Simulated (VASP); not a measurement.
# ZnCu: single point with PBE

The system is ZnCu.

```
Zn Cu
1.0
     2.95921   -0.52017   -0.52017
    -0.52017    2.95921   -0.52017
    -0.52017   -0.52017    2.95921
Zn Cu
1 1
Cartesian
  0.9594 0.9594 0.9594
  0.0000 0.0000 0.0000
```

```
Program             : VASP 6.6.1
Task                : single point
Functional          : PBE
Potentials or basis : VASP PAW PBE potentials, release 64 (Zn, Cu)
Cutoff              : 520 eV
k mesh              : 16 × 16 × 16
Occupations         : gaussian, width 0.15 eV
Spin                : no spin polarisation
```

| Property | Result |
| --- | --- |
| Pressure | 166.3 GPa |

Stress tensor (GPa, compression positive):
```
166.33 163.63 163.63
163.63 166.33 163.63
163.63 163.63 166.33
```

Levels at points of the mesh, in eV from the Fermi level:
| k point | band 8 | band 9 | band 10 | band 11 | band 12 | band 13 | band 14 | band 15 |
| --- | --- | --- | --- | --- | --- | --- | --- | --- |
| (0.00, 0.00, 0.00) | -3.83 | -3.15 | -3.15 | -3.04 | 8.23 | 10.73 | 10.73 | 12.45 |
| (0.50, 0.00, 0.00) | -5.35 | -4.98 | -4.13 | -4.00 | -2.83 | 8.60 | 8.78 | 9.06 |
| (0.50, 0.50, 0.00) | -3.69 | -3.52 | -3.09 | -3.05 | -1.66 | 3.66 | 6.56 | 9.61 |
| (0.50, 0.50, 0.50) | -5.66 | -3.75 | -3.75 | 0.61 | 2.08 | 3.05 | 3.05 | 3.60 |

Wall time 110 s on 1 thread of Intel Xeon 6975P-C, with other jobs on the host, peak memory 0.29 GiB.
